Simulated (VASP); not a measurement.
# AlN (F-43m) in VASP: notebook, part 2 of 2

VASP 6.6.1.

### 5 Single point, PBEsol

This run uses another cell than the first one, of 10.39 Å³/atom, 1.078 times its volume.

Input file INCAR:

```
SYSTEM = AlN
PREC = Accurate
ENCUT = 520
EDIFF = 1E-6
ISMEAR = -1
SIGMA = 0.05
LREAL = .FALSE.
LASPH = .TRUE.
NELM = 80
ALGO = Normal
ISIF = 2
LWAVE = .FALSE.
LCHARG = .TRUE.
GGA = PS
LELF = .TRUE.
LVHAR = .TRUE.
NBANDS = 11
```

Input file KPOINTS:

```
Automatic mesh
0
G
  10 10 10
  0 0 0
```

Input file POSCAR:

```
AlN
1.0
    0.0000000000      2.1817479346      2.1817479346
    2.1817479346      0.0000000000      2.1817479346
    2.1817479346      2.1817479346      0.0000000000
Al N
1 1
Direct
    0.0000000000      0.0000000000      0.0000000000
    0.2500000000      0.2500000000      0.2500000000
```

Potentials or basis: VASP PAW PBE potentials, release 64 (Al, N).

Run with:

```sh
$ cat potpaw_PBE.64/Al/POTCAR potpaw_PBE.64/N/POTCAR > POTCAR
$ mpirun -np 1 vasp_std > vasp.out
```

OUTCAR:

```text
SYSTEM = AlN
   PREC = Accurate
   ENCUT = 520
   EDIFF = 1E-6
   ISMEAR = -1
   LREAL = .FALSE.
   LASPH = .TRUE.
   NELM = 80
   ISIF = 2
   GGA = PS

 ion  position               nearest neighbor table
   1  0.000  0.000  0.000-   2 1.89   2 1.89   2 1.89   2 1.89
   2  0.250  0.250  0.250-   1 1.89   1 1.89   1 1.89   1 1.89

  LATTYP: Found a face centered cubic cell.
 ALAT       =     4.3634958692

  Lattice vectors:

 A1 = (   0.0000000000,   2.1817479346,   2.1817479346)
 A2 = (   2.1817479346,   0.0000000000,   2.1817479346)
 A3 = (   2.1817479346,   2.1817479346,   0.0000000000)

Analysis of symmetry for initial positions (statically):
=====================================================================
 Subroutine PRICEL returns:
 Original cell was already a primitive cell.

 Routine SETGRP: Setting up the symmetry group for a
 face centered cubic supercell.

 Subroutine GETGRP returns: Found 24 space group operations
 (whereof 24 operations were pure point group operations)
 out of a pool of 48 trial point group operations.

The static configuration has the point symmetry T_d .
[... 169 lines left out ...]
      1      -9.0689      2.00000
      2       5.9074      2.00000
      3       5.9074      2.00000
      4       5.9074      2.00000
      5      10.0673      0.00000
      6      18.4064      0.00000
      7      18.4064      0.00000
      8      18.4064      0.00000
      9      23.5192      0.00000
     10      23.5192      0.00000
     11      24.8777      0.00000
[... 309 lines left out ...]
 k-point    24 :       0.4000    0.3000    0.0000
  band No.  band energies     occupation
      1      -7.0228      2.00000
      2       1.7200      2.00000
      3       4.1843      2.00000
      4       4.4892      2.00000
      5      10.7132      0.00000
      6      15.3353      0.00000
      7      18.1185      0.00000
      8      20.4284      0.00000
      9      20.9388      0.00000
     10      27.1400      0.00000
     11      29.4216      0.00000

 [... further k-points ...]

------------------------ aborting loop because EDIFF is reached ----------------------------------------

  FORCE on cell =-STRESS in cart. coord.  units (eV):
  Direction    XX          YY          ZZ          XY          YZ          ZX
  --------------------------------------------------------------------------------------
  -------------------------------------------------------------------------------------
  Total        0.2554283      0.2554283      0.2554283      0.0000000     -0.0000000      0.0000000
  in kB       19.7031626     19.7031626     19.7031626      0.0000000     -0.0000000      0.0000000
  external PRESSURE =      19.7031626 kB  Pullay stress =       0.0000000 kB

 VOLUME and BASIS-vectors are now :
 -----------------------------------------------------------------------------
  energy-cutoff  :      520.00
  volume of cell :       20.77
      direct lattice vectors                 reciprocal lattice vectors
     0.000000000  2.181747935  2.181747935    -0.229174045  0.229174045  0.229174045
     2.181747935  0.000000000  2.181747935     0.229174045 -0.229174045  0.229174045
     2.181747935  2.181747935  0.000000000     0.229174045  0.229174045 -0.229174045

 POSITION                                       TOTAL-FORCE (eV/Angst)
 -----------------------------------------------------------------------------------
      0.00000      0.00000      0.00000         0.000000      0.000000     -0.000000
      1.09087      1.09087      1.09087        -0.000000     -0.000000      0.000000
 -----------------------------------------------------------------------------------
    total drift:                                0.000000      0.000000      0.000000

  FREE ENERGIE OF THE ION-ELECTRON SYSTEM (eV)
  ---------------------------------------------------
  free  energy   TOTEN  =       -15.6100282038 eV

  energy  without entropy=      -15.6100282037  energy(sigma->0) =      -15.61002820
```

OSZICAR:

```text
N       E                     dE             d eps       ncg     rms          rms(c)
DAV:   1     0.938428995874E+01    0.93843E+01   -0.38226E+03  1050   0.596E+02
DAV:   2    -0.169870214570E+02   -0.26371E+02   -0.25532E+02  1232   0.137E+02
DAV:   3    -0.178440611256E+02   -0.85704E+00   -0.85563E+00  1280   0.231E+01
DAV:   4    -0.178485089446E+02   -0.44478E-02   -0.44475E-02  1178   0.182E+00
DAV:   5    -0.178485601798E+02   -0.51235E-04   -0.51235E-04  1267   0.190E-01    0.831E+00
DAV:   6    -0.156519104805E+02    0.21966E+01   -0.10811E+01  1223   0.163E+01    0.285E+00
DAV:   7    -0.156283658998E+02    0.23545E-01   -0.15149E-01  1157   0.302E+00    0.202E+00
DAV:   8    -0.156112081934E+02    0.17158E-01   -0.26925E-02  1151   0.153E+00    0.552E-01
DAV:   9    -0.156100135917E+02    0.11946E-02   -0.33879E-03  1229   0.357E-01    0.230E-01
DAV:  10    -0.156100259790E+02   -0.12387E-04   -0.25809E-04  1151   0.107E-01    0.131E-02
DAV:  11    -0.156100282665E+02   -0.22876E-05   -0.20802E-06  1256   0.124E-02    0.145E-02
DAV:  12    -0.156100282038E+02    0.62704E-07   -0.21578E-07   658   0.387E-03
   1 F= -.15610028E+02 E0= -.15610028E+02  d E =-.107887E-09
```

Run time: 5 s. Hardware: 1 thread of Intel Xeon Platinum 8559C (Emerald Rapids), shared host; peak memory 0.13 GiB.

Results:

| Item | Value |
| --- | --- |
| Free energy | -15.6100 eV |
| Pressure | 2.0 GPa |
| Band gap on the k mesh | 3.19 eV, indirect (least direct gap 4.16 eV) |

Levels at points of the mesh, in eV from the valence-band top:
```csv
k point,band 1,band 2,band 3,band 4,band 5,band 6,band 7,band 8
"(0.00, 0.00, 0.00)",-14.98,0.00,0.00,0.00,4.16,12.50,12.50,12.50
"(0.50, 0.00, 0.00)",-12.88,-5.93,-0.48,-0.48,7.31,9.79,11.05,11.05
"(0.50, 0.50, 0.00)",-12.23,-4.96,-1.79,-1.79,3.19,8.50,13.92,15.66
```

Caveat: the PAW data sets were made with another functional, which shifts forces and pressure a little. A k mesh can miss the band edges.

### 6 The runs side by side

```tsv
cell	gap on the mesh (eV)	pressure (GPa)
a = 3.009 Å, angles 60.0°, 2 atoms	3.22	20.2
a = 2.975 Å, angles 60.0°, 2 atoms	3.23	30.3
a = 3.095 Å, angles 60.0°, 2 atoms	3.18	0.0
a = 3.085 Å, angles 60.0°, 2 atoms	3.19	2.0
```

Alike in all rows: task single point; level PBEsol; potentials or basis VASP PAW PBE potentials, release 64 (Al, N); no spin polarisation; k mesh 10 × 10 × 10; cutoff (eV) 520; smearing fermi-dirac 0.05 eV.

Caveats: the PAW data sets were made with another functional, which shifts forces and pressure a little.

Absolute energies hang on the potentials; compare differences alone.
